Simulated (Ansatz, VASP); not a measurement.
**TePb: VASP beside Ansatz**

File INCAR:

```
PREC = Accurate
ENCUT = 500
EDIFF = 1E-6
ISMEAR = 0
SIGMA = 0.02
LREAL = False
LASPH = True
NELM = 120
ALGO = Normal
ISIF = 2
LWAVE = False
LCHARG = False
GGA = PE
NBANDS = 17
GGA_COMPAT = False
```

The input KPOINTS:

```
Automatic mesh
0
Gamma
  10 10 10
```

The input POSCAR:

```
TePb
1.0
    0.0000000000      3.3171844358      3.3171844358
    3.3171844358      0.0000000000      3.3171844358
    3.3171844358      3.3171844358      0.0000000000
Te Pb
1 1
Direct
    0.5000000000      0.5000000000      0.5000000000
    0.0000000000      0.0000000000      0.0000000000
```

Input for Ansatz:

```yaml
crystal:
  lattice:
    - [0.0, 3.3171844358, 3.3171844358]
    - [3.3171844358, 0.0, 3.3171844358]
    - [3.3171844358, 3.3171844358, 0.0]
  atoms:
    - { symbol: Te, position: [0.5, 0.5, 0.5] }
    - { symbol: Pb, position: [0.0, 0.0, 0.0] }
basis:
  ecutwfc: 420
kpoints:
  mp_grid: { grid: [10, 10, 10] }
hamiltonian:
  xc: pbe
  pseudopotentials: { kind: paw }
scf:
  occupations: { method: gaussian, width: 0.02 }
output:
  forces: true
  stress: true
  eigenvalues: true
```

Alike in both runs: task single point; functional PBE; k mesh 10 × 10 × 10; occupations gaussian, width 0.02 eV; no spin polarisation.

|  | VASP | Ansatz |
| --- | --- | --- |
| version | VASP 6.6.1 | Ansatz 0.2.0 |
| potentials or method | VASP PAW PBE potentials, release 64 (Te, Pb_d), cutoff 500 eV | scalar-relativistic, plane waves, PAW |
| valence electrons in the cell | 20 | 30 |

|  | VASP | Ansatz | Ansatz less VASP |
| --- | --- | --- | --- |
| gap on the k mesh at the Fermi level (eV) | 0.88 | 0.88 | -0.004 |
| least direct gap on the mesh (eV) | 0.88 | 0.88 | -0.004 |
| pressure (GPa) | -1.1 | -1.1 | +0.05 |

With one functional, cell and mesh, what is left measures potentials, basis and numerics. VASP's potentials hold 20 valence electrons a cell and Ansatz's 30, so a difference there can come from the potentials and not from the codes.

Spin-orbit coupling is off throughout.
